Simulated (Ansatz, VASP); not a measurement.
**Two plane-wave programs on Sb**

File INCAR:

```
PREC     = Accurate       # precision mode
ENCUT    = 520            # plane-wave cutoff, eV
EDIFF    = 1E-7           # SCF threshold, eV
ISMEAR   = 0              # smearing method
SIGMA    = 0.15           # smearing width, eV
LREAL    = False          # projectors in reciprocal space
LASPH    = True           # aspherical terms in the spheres
NELM     = 60             # most SCF steps
ALGO     = Normal         # electronic algorithm
ISIF     = 2              # what is computed and relaxed
LWAVE    = False          # write WAVECAR
LCHARG   = False          # write CHGCAR
GGA      = PE             # functional
NBANDS   = 8              # bands
```

KPOINTS

```
Automatic mesh
0
Gamma
  16 16 16
```

POSCAR

```
Sb
1.0
    3.1600000000      0.0000000000      0.0000000000
    0.0000000000      3.1600000000      0.0000000000
    0.0000000000      0.0000000000      3.1600000000
Sb
1
Direct
    0.0000000000      0.0000000000      0.0000000000
```

Input for Ansatz:

```yaml
crystal:
  lattice:
    - [3.16, 0.0, 0.0]
    - [0.0, 3.16, 0.0]
    - [0.0, 0.0, 3.16]
  atoms:
    - { symbol: Sb, position: [0.0, 0.0, 0.0] }
basis:
  ecutwfc: 420
kpoints:
  mp_grid: { grid: [16, 16, 16] }
hamiltonian:
  xc: pbe
scf:
  occupations: { method: gaussian, width: 0.15 }
output:
  forces: true
  stress: true
  eigenvalues: true
```

Alike in both runs: task single point; functional PBE; k mesh 16 × 16 × 16; occupations gaussian, width 0.15 eV; no spin polarisation.

```csv
,VASP,Ansatz
version,VASP 6.6.1,Ansatz 0.2.0
potentials or method,"VASP PAW PBE potentials, release 64 (Sb), cutoff 520 eV","scalar-relativistic, plane waves, PAW"
valence electrons in the cell,5,15
```

```tsv
	VASP	Ansatz	Ansatz less VASP
gap on the k mesh at the Fermi level (eV)	none	none	-
pressure (GPa)	-2.5	-2.5	+0.05
```

A gap of «none» marks a metal or a gap that the smearing closes. With one functional, cell and mesh, what is left measures potentials, basis and numerics. VASP's potentials hold 5 valence electrons a cell and Ansatz's 15, so a difference there can come from the potentials and not from the codes.

Neither program's run includes spin-orbit coupling.
